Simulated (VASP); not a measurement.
Wanted: the native input for a VASP 6.6.1 run.

```
Task                               : single point
Functional                         : PBE0
Potentials or basis                : VASP PAW PBE potentials, release 64 (Mo_sv)
Cutoff                             : 520 eV
k mesh                             : 8 × 8 × 8
Occupations                        : fermi-dirac, width 0.05 eV
Spin                               : no spin polarisation
Dipole correction                  : no
Grid for exact exchange (PRECFOCK) : Normal
Further INCAR settings             : ALGO = Normal; EDIFF = 1e-06; NBANDS = 13
Share of exact exchange            : 0.25
```

Mo:

```
CELL_PARAMETERS angstrom
-1.55148 1.55148 1.55148
1.55148 -1.55148 1.55148
1.55148 1.55148 -1.55148
ATOMIC_POSITIONS crystal
Mo 0.00000 0.00000 0.00000
```

One way to write it, as run:

POSCAR

```
Mo
1.0
   -1.5514772677      1.5514772677      1.5514772677
    1.5514772677     -1.5514772677      1.5514772677
    1.5514772677      1.5514772677     -1.5514772677
Mo
1
Direct
    0.0000000000      0.0000000000      0.0000000000
```

INCAR.step1

```
SYSTEM = Mo
ALGO = Normal
EDIFF = 1E-5
ENCUT = 520
GGA = PE
ISIF = 2
ISMEAR = -1
LASPH = .TRUE.
LREAL = .FALSE.
LWAVE = .TRUE.
NBANDS = 13
NELM = 100
PREC = Accurate
SIGMA = 0.05
```

INCAR.step2

```
SYSTEM = Mo
AEXX = 0.25
ALGO = Normal
EDIFF = 1E-6
ENCUT = 520
GGA = PE
ISIF = 2
ISMEAR = -1
ISTART = 1
LASPH = .TRUE.
LCHARG = .TRUE.
LELF = .TRUE.
LHFCALC = .TRUE.
LREAL = .FALSE.
LVHAR = .TRUE.
LWAVE = .FALSE.
NBANDS = 13
NELM = 100
PREC = Accurate
PRECFOCK = Normal
SIGMA = 0.05
```

KPOINTS

```
k-points
0
G
  8 8 8
  0 0 0
```

Potentials or basis: VASP PAW PBE potentials, release 64 (Mo_sv).

Run with:

```console
$ cat potpaw_PBE.64/Mo_sv/POTCAR > POTCAR
$ cp INCAR.step1 INCAR
$ mpirun -np 1 vasp_std > vasp.out
$ cp INCAR.step2 INCAR
$ mpirun -np 1 vasp_std > vasp.out
```

Results of the run:

| Quantity | Value |
| --- | --- |
| Pressure | 13.1 GPa |
| Band gap on the k mesh | zero (bands 7 and 8 overlap by 7.38 eV) |

Caveat: the cell stands under pressure; the PAW data sets were made with another functional, which shifts forces and pressure a little.

Wall time 45 min on 1 thread of Oxide Virtual Turin-like Processor (shared host), peak memory 0.11 GiB.
